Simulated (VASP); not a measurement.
A run of VASP 6.6.1 is set up as follows.

The input INCAR:

```
SYSTEM = Cs
PREC = Accurate
ENCUT = 520
EDIFF = 1E-6
ISMEAR = -1
SIGMA = 0.1
LREAL = .False.
LASPH = .True.
NELM = 100
ALGO = Normal
ISIF = 2
LWAVE = .False.
LCHARG = .False.
GGA = B5
ALDAX = 1.0
AGGAX = 1.0
AGGAC = 1.0
ALDAC = 0.0
NBANDS = 10
```

KPOINTS

```
regular mesh
0
Gamma
  8 8 8
  0 0 0
```

The input POSCAR:

```
Cs
1.0
    0.0000000000      4.1158207788      4.1158207788
    4.1158207788      0.0000000000      4.1158207788
    4.1158207788      4.1158207788      0.0000000000
Cs
1
Direct
    0.0000000000      0.0000000000      0.0000000000
```

Potentials or basis: VASP PAW PBE potentials, release 64 (Cs_sv).

Command:

```sh
$ cat potpaw_PBE.64/Cs_sv/POTCAR > POTCAR
$ mpirun -np 1 vasp_std > vasp.out
```

(1) Estimate the band gap on the k mesh.

(2) What does it give for the pressure?

## Answers

(1) zero (an odd number of electrons rules out a gap without spin polarisation).

(2) -0.1 GPa.

Caveat: the PAW data sets were made with another functional, which shifts forces and pressure a little; spin-orbit coupling is left out, which moves the levels of the heavy elements.
